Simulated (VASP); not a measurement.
HgTe, 2 atoms in the cell. It takes space group R3m (No. 160, trigonal). Conventional cell: a = 4.559 Å, b = 4.559 Å, c = 11.167 Å, α = 90.00°, β = 90.00°, γ = 120.00°. Within 3.7 Å of Hg (site symmetry 3m) lie 4 Te at 2.78 to 2.82 Å. Te (site symmetry 3m) has 4 Hg at 2.78 to 2.82 Å within 3.7 Å.  This cell differs from its parent crystal: all Hg atoms moved -0.025 Å, as atom 1 towards its neighbour atom 2 (Te) at 2.792 Å.

| Quantity | Value |
| --- | --- |
| Program | VASP 6.6.1 |
| Task | single point |
| Functional | PBEsol |
| Potentials or basis | VASP PAW PBE potentials, release 64 (Hg, Te) |
| Cutoff | 520 eV |
| k mesh | 14 × 14 × 14 |
| Occupations | gaussian, width 0.15 eV |
| Spin | no spin polarisation |
| Dipole correction | no |
| Further INCAR settings | ALGO = Normal; EDIFF = 1e-06; NBANDS = 16 |

Potentials or basis: VASP PAW PBE potentials, release 64 (Hg, Te).

Launch:

```console
$ cat potpaw_PBE.64/Hg/POTCAR potpaw_PBE.64/Te/POTCAR > POTCAR
$ mpirun -np 1 vasp_std > vasp.out
```

Hardware: 1 thread of Intel(R) Xeon(R) Platinum 8488C (Sapphire Rapids) (shared host).

Question: Estimate the wall time of this run.

Answer: Wall time 3.9 min on 1 thread of Intel(R) Xeon(R) Platinum 8488C (Sapphire Rapids), on a shared host, peak memory 0.45 GiB. Counts: scf iterations 13, k points 288.
